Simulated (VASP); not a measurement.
# Y5N (P6/mmm) in VASP: relaxation of cell and atoms with PBE

Aim: the relaxation of cell and atoms of Y5N with PBE.

All numbers are computed with VASP 6.6.1; they aren't measurements. Logs are shortened: lines on timing, memory, paths and dates and some standing lists are left out, and cuts for length are marked.

## 1. The cell of the first run

Symmetry: P6/mmm, No. 191, hexagonal system. The conventional cell has a = 6.166 Å, b = 6.166 Å, c = 8.439 Å, α = 90.00°, β = 90.00°, γ = 120.00°. Within 2.7 Å of Y (site symmetry 6mm) lie 1 N at 2.05 Å. Within 4.1 Å of Y (site symmetry mmm) lie 2 N at 3.08 Å and 8 Y at 3.08 to 3.70 Å. N (site symmetry 6/mmm) has 2 Y at 2.05 Å within 2.7 Å.

The cell was generated, and may not be a known phase.

## 2. Relaxation of cell and atoms, PBE

Contents of INCAR:

```
PREC = Accurate
ENCUT = 600
EDIFF = 1E-6
ISMEAR = 0
SIGMA = 0.1
LREAL = False
LASPH = True
NELM = 100
ALGO = Normal
ISIF = 3
LWAVE = False
LCHARG = False
GGA = PE
IBRION = 2
NSW = 100
EDIFFG = -0.01
```

Contents of KPOINTS:

```
Automatic mesh
0
Gamma
  6 6 6
```

Contents of POSCAR:

```
Y5N
1.0
    6.1663243750      0.0000000000      0.0000000000
   -3.0831621875      5.3401935568      0.0000000000
    0.0000000000      0.0000000000      8.4392454336
Y N
5 1
Direct
    0.0000000000      0.0000000000      0.7433110217
    0.0000000000      0.0000000000      0.2566889783
    0.5000000000      0.0000000000      0.5000000000
    0.0000000000      0.5000000000      0.5000000000
    0.5000000000      0.5000000000      0.5000000000
    0.0000000000      0.0000000000      0.5000000000
```

Potentials or basis: VASP PAW PBE potentials, release 64 (Y_sv, N).

On the command line:

```console
> cat potpaw_PBE.64/Y_sv/POTCAR potpaw_PBE.64/N/POTCAR > POTCAR
> mpirun -np 1 vasp_std > vasp.out
```

OUTCAR:

```text
PREC = Accurate
   ENCUT = 600
   EDIFF = 1E-6
   ISMEAR = 0
   LREAL = False
   LASPH = True
   NELM = 100
   ISIF = 3
   GGA = PE
   IBRION = 2
   NSW = 100
   EDIFFG = -0.01

 ion  position               nearest neighbor table
   1  0.000  0.000  0.743-   6 2.05   3 3.70   3 3.70   4 3.70   4 3.70   5 3.70   5 3.70   2 4.11
                             2 4.33
   2  0.000  0.000  0.257-   6 2.05   3 3.70   3 3.70   4 3.70   4 3.70   5 3.70   5 3.70   1 4.11
                             1 4.33
   3  0.500  0.000  0.500-   4 3.08   5 3.08   5 3.08   4 3.08   1 3.70   1 3.70   2 3.70   2 3.70

   4  0.000  0.500  0.500-   5 3.08   5 3.08   3 3.08   3 3.08   1 3.70   2 3.70   1 3.70   2 3.70

   5  0.500  0.500  0.500-   4 3.08   4 3.08   3 3.08   3 3.08   1 3.70   2 3.70   1 3.70   2 3.70

   6  0.000  0.000  0.500-   1 2.05   2 2.05

  LATTYP: Found a hexagonal cell.
 ALAT       =     6.1663243750
 C/A-ratio  =     1.3686022532

  Lattice vectors:

 A1 = (   6.1663243750,   0.0000000000,   0.0000000000)
 A2 = (  -3.0831621875,   5.3401935568,   0.0000000000)
 A3 = (   0.0000000000,   0.0000000000,   8.4392454336)

Analysis of symmetry for initial positions (statically):
=====================================================================
 Subroutine PRICEL returns:
 Original cell was already a primitive cell.

 Routine SETGRP: Setting up the symmetry group for a
 hexagonal supercell.

 Subroutine GETGRP returns: Found 24 space group operations
 (whereof 24 operations were pure point group operations)
 out of a pool of 24 trial point group operations.

The static configuration has the point symmetry D_6h.

Analysis of symmetry for dynamics (positions and initial velocities):
=====================================================================
 Subroutine PRICEL returns:
 Original cell was already a primitive cell.

 Routine SETGRP: Setting up the symmetry group for a
 hexagonal supercell.

 Subroutine GETGRP returns: Found 24 space group operations
 (whereof 24 operations were pure point group operations)
 out of a pool of 24 trial point group operations.

The dynamic configuration has the point symmetry D_6h.

 Subroutine INISYM returns: Found 24 space group operations
 (whereof 24 operations are pure point group operations),
 and found     1 'primitive' translations

----------------------------------------------------------------------------------------

                                     Primitive cell

  volume of cell :     277.8990

  direct lattice vectors                    reciprocal lattice vectors
     6.166324375  0.000000000  0.000000000     0.162171164  0.093629565  0.000000000
    -3.083162188  5.340193557  0.000000000     0.000000000  0.187259130  0.000000000
     0.000000000  0.000000000  8.439245434     0.000000000  0.000000000  0.118494006

  length of vectors
     6.166324375  6.166324375  8.439245434     0.187259130  0.187259130  0.118494006

  position of ions in fractional coordinates (direct lattice)
     0.000000000  0.000000000  0.743311022
     0.000000000  0.000000000  0.256688978
     0.500000000  0.000000000  0.500000000
     0.000000000  0.500000000  0.500000000
     0.500000000  0.500000000  0.500000000
     0.000000000  0.000000000  0.500000000

  ion indices of the primitive-cell ions
   primitive index   ion index
                 1           1
                 2           2
                 3           3
                 4           4
                 5           5
                 6           6

----------------------------------------------------------------------------------------

 KPOINTS: Automatic mesh

Automatic generation of k-mesh.
 Grid dimensions read from file:
 generate k-points for:    6    6    6

 Generating k-lattice:

  Cartesian coordinates                     Fractional coordinates (reciprocal lattice)
     0.027028527  0.015604928  0.000000000     0.166666667  0.000000000  0.000000000
     0.000000000  0.031209855  0.000000000     0.000000000  0.166666667  0.000000000
     0.000000000  0.000000000  0.019749001     0.000000000  0.000000000  0.166666667

  Length of vectors
     0.031209855  0.031209855  0.019749001

  Shift w.r.t. Gamma in fractional coordinates (k-lattice)
     0.000000000  0.000000000  0.000000000

 Subroutine IBZKPT returns following result:
 ===========================================

 Found     28 irreducible k-points:

 Following reciprocal coordinates:
            Coordinates               Weight
  0.000000  0.000000  0.000000      1.000000
  0.166667  0.000000  0.000000      6.000000
  0.333333  0.000000  0.000000      6.000000
  0.500000  0.000000  0.000000      3.000000
  0.166667  0.166667  0.000000      6.000000
  0.333333  0.166667  0.000000     12.000000
[... 16 lines left out ...]
  0.166667  0.000000  0.500000      6.000000
  0.333333  0.000000  0.500000      6.000000
 [... further k-points ...]
   k-points           NKPTS =     28   k-points in BZ     NKDIM =     28   number of bands    NBANDS=     36
   number of dos      NEDOS =    301   number of ions     NIONS =      6
   total plane-waves  NPLWV = 175000
   dimension x,y,z NGX =    50 NGY =   50 NGZ =   70
   dimension x,y,z NGXF=   100 NGYF=  100 NGZF=  140
   ions per type =               5   1
   NGX,Y,Z   is equivalent  to a cutoff of  13.48, 13.48, 13.79 a.u.
   NGXF,Y,Z  is equivalent  to a cutoff of  26.96, 26.96, 27.58 a.u.
 SYSTEM =  unknown system
   PREC   = accura    normal or accurate (medium, high low for compatibility)
   ISTART =      0    job   : 0-new  1-cont  2-samecut
   ICHARG =      2    charge: 1-file 2-atom 10-const
   ISPIN  =      1    spin polarized calculation?
   LNONCOLLINEAR =      F non collinear calculations
   LSORBIT =      F    spin-orbit coupling
   LASPH  =      T    aspherical Exc in radial PAW
   ENCUT  =  600.0 eV  44.10 Ry    6.64 a.u.  12.32 12.32 16.86*2*pi/ulx,y,z
   NELM   =    100;   NELMIN=  2; NELMDL= -5     # of ELM steps
   EDIFF  = 0.1E-05   stopping-criterion for ELM
   LREAL  =      F    real-space projection
   EDIFFG = -.1E-01   stopping-criterion for IOM
   NSW    =    100    number of steps for IOM
   IBRION =      2    ionic relax: 0-MD 1-quasi-New 2-CG
   NFREE  =      1    steps in history (QN), initial steepest desc. (CG)
   ISIF   =      3    stress and relaxation
   ISYM   =      2    0-nonsym 1-usesym 2-fastsym
   POTIM  = 0.5000    time-step for ionic-motion
   TEBEG  =    0.0;   TEEND  =   0.0 temperature during run
   PSTRESS=    0.0 pullay stress
   NELECT =      60.0000    total number of electrons
   NUPDOWN=      -1.0000    fix difference up-down
   EMIN   =  10.00;   EMAX   =-10.00  energy-range for DOS
   EFERMI =   0.00;   METHOD = LEGACY
   ISMEAR =     0;   SIGMA  =   0.10  broadening in eV -4-tet -1-fermi 0-gaus
   EFERMI_NEDOS =   21; number of points for ismear=-14 and -15
   IALGO  =     38    algorithm
   IMIX   =      4    mixing-type and parameters
     AMIX     =   0.40;   BMIX     =  1.00
     AMIX_MAG =   1.60;   BMIX_MAG =  1.00
  volume/ion in A,a.u.               =      46.32       312.56
  Fermi-wavevector in a.u.,A,eV,Ry     =   0.982116  1.855931 13.123533  0.964552
  Thomas-Fermi vector in A             =   2.113174
   LORBIT       =      0    0 simple, 1 ext, 2 COOP (PROOUT), +10 PAW based schemes
   GGA     = PE    functional components
   LHFCALC =     F    Hartree Fock is set to
   AEXX    =    0.0000 exact exchange contribution
   IVDW    =     0    specifies the selected vdW correction
   LEPSILON=     F    determine dielectric tensor
   LRPA    =     F    only Hartree local field effects (RPA)
 conjugate gradient relaxation of ions
 non-spin polarized calculation
 Gauss-broadening in eV      SIGMA  =   0.10
  energy-cutoff  :      600.00
  volume of cell :      277.90
 maximum number of plane-waves:      9316
 NGX is ok and might be reduce to    50
   NGX = 25   NGY = 25   NGZ = 33

--------------------------------------- Ionic step        1  -------------------------------------------

 number of electron      59.9999999 magnetization

 Free energy of the ion-electron system (eV)
  ---------------------------------------------------
  ext. energy  EPLUGINS =         0.00000000
  ---------------------------------------------------
  free energy    TOTEN  =       -36.83321058 eV

  energy without entropy =      -36.77399669  energy(sigma->0) =      -36.80360364

------------------------ aborting loop because EDIFF is reached ----------------------------------------

  FORCE on cell =-STRESS in cart. coord.  units (eV):
  Direction    XX          YY          ZZ          XY          YZ          ZX
  --------------------------------------------------------------------------------------
  -------------------------------------------------------------------------------------
  Total       -0.0197970     -0.0197970      0.0440815      0.0000000      0.0000000     -0.0000000
  in kB       -0.1141361     -0.1141361      0.2541439      0.0000000      0.0000000     -0.0000000
  external PRESSURE =       0.0086239 kB  Pullay stress =       0.0000000 kB
[... 101 lines left out ...]
  FREE ENERGIE OF THE ION-ELECTRON SYSTEM (eV)
  ---------------------------------------------------
  free  energy   TOTEN  =       -36.8333580847 eV

  energy  without entropy=      -36.7742219073  energy(sigma->0) =      -36.80379000

[... ionic steps 4 to 9 ...]

--------------------------------------- Ionic step       10  -------------------------------------------

 number of electron      59.9999999 magnetization

------------------------ aborting loop because EDIFF is reached ----------------------------------------
[... 75 lines left out ...]
--------------------------------------- Ionic step       12  -------------------------------------------

 number of electron      59.9999999 magnetization

 Free energy of the ion-electron system (eV)
  ---------------------------------------------------
  ext. energy  EPLUGINS =         0.00000000
  ---------------------------------------------------
  free energy    TOTEN  =       -36.83349895 eV

  energy without entropy =      -36.77447923  energy(sigma->0) =      -36.80398909

 E-fermi :   0.7868     XC(G=0):  -7.1449

 val. band max:        0.7818496434   @ k =   0.3333   0.1667   0.5000
 cond. band min:       0.7897797486   @ k =   0.1667   0.0000   0.0000
 fundamental gap:      0.0079301051
 Fermi energy:         0.7868242422

 k-point     1 :       0.0000    0.0000    0.0000
  band No.  band energies     occupation
      1     -42.5567      2.00000
      2     -42.5518      2.00000
      3     -42.0085      2.00000
      4     -41.8190      2.00000
      5     -41.8190      2.00000
      6     -22.8797      2.00000
[... 925 lines left out ...]
     35       1.8096      0.00000
     36       1.8438      0.00000

 [... further k-points ...]

------------------------ aborting loop because EDIFF is reached ----------------------------------------

  FORCE on cell =-STRESS in cart. coord.  units (eV):
  Direction    XX          YY          ZZ          XY          YZ          ZX
  --------------------------------------------------------------------------------------
  -------------------------------------------------------------------------------------
  Total        0.0547248      0.0547248     -0.0231304      0.0000000      0.0000000     -0.0000000
  in kB        0.3148636      0.3148636     -0.1330824      0.0000000      0.0000000     -0.0000000
  external PRESSURE =       0.1655483 kB  Pullay stress =       0.0000000 kB
[... 21 lines left out ...]
  FREE ENERGIE OF THE ION-ELECTRON SYSTEM (eV)
  ---------------------------------------------------
  free  energy   TOTEN  =       -36.8334989531 eV

  energy  without entropy=      -36.7744792348  energy(sigma->0) =      -36.80398909

 reached required accuracy - stopping structural energy minimisation
```

Run time: 24 min. Hardware: 1 thread of Intel Xeon 6975P-C (Granite Rapids), shared host; peak memory 0.66 GiB.

Results:

| Item | Value |
| --- | --- |
| Free energy | -36.8335 eV |
| Relaxed volume | 46.41 Å³/atom |
| Relaxed cell | a = 6.155 Å, b = 6.155 Å, c = 8.488 Å, α = 90.00°, β = 90.00°, γ = 120.00° |
| Space group after relaxing (to 0.1 Å) | P6/mmm (No. 191) |
| Energy gained by relaxing | 0.0 meV/atom |
| Ionic steps | 12 |
| Pressure after relaxing | 0.0 GPa |
| Largest force after relaxing | 0.008 eV/Å |
| Band gap on the k mesh | zero (bands 30 and 31 overlap by 0.53 eV) |

Forces in eV/Å, atoms in the order of the input:
```
Y    0.000  0.000 -0.008
Y    0.000  0.000  0.008
Y    0.000  0.000  0.000
Y    0.000  0.000  0.000
Y    0.000  0.000  0.000
N    0.000  0.000  0.000
```

Step by step:
| step | energy change (eV) | largest force (eV/Å) | pressure (GPa) | volume (Å³) |
| --- | --- | --- | --- | --- |
| 1 | 0.0000 | 0.0159 | 0.00 | 277.90 |
| 2 | 0.0000 | 0.0125 | 0.00 | 277.91 |
| 3 | -0.0001 | 0.0019 | 0.02 | 277.94 |
| 4 | -0.0002 | 0.0186 | 0.06 | 278.00 |
| 5 | -0.0002 | 0.0159 | 0.05 | 278.04 |
| 6 | -0.0003 | 0.0081 | 0.04 | 278.18 |
| 7 | -0.0003 | 0.0083 | 0.03 | 278.45 |
| 8 | -0.0002 | 0.0390 | -0.02 | 278.99 |
| 9 | -0.0003 | 0.0139 | 0.02 | 278.55 |
| 10 | -0.0003 | 0.0113 | 0.02 | 278.51 |
| 11 | -0.0003 | 0.0093 | 0.02 | 278.48 |
| 12 | -0.0003 | 0.0079 | 0.02 | 278.47 |

Final structure:
```yaml
crystal:
  lattice:
    - [6.15497, 0.00000, 0.00000]
    - [-3.07748, 5.33036, 0.00000]
    - [0.00000, 0.00000, 8.48771]
  atoms:
    - { symbol: Y, position: [0.00000, 0.00000, 0.74210] }
    - { symbol: Y, position: [0.00000, 0.00000, 0.25790] }
    - { symbol: Y, position: [0.50000, 0.00000, 0.50000] }
    - { symbol: Y, position: [0.00000, 0.50000, 0.50000] }
    - { symbol: Y, position: [0.50000, 0.50000, 0.50000] }
    - { symbol: N, position: [0.00000, 0.00000, 0.50000] }
```
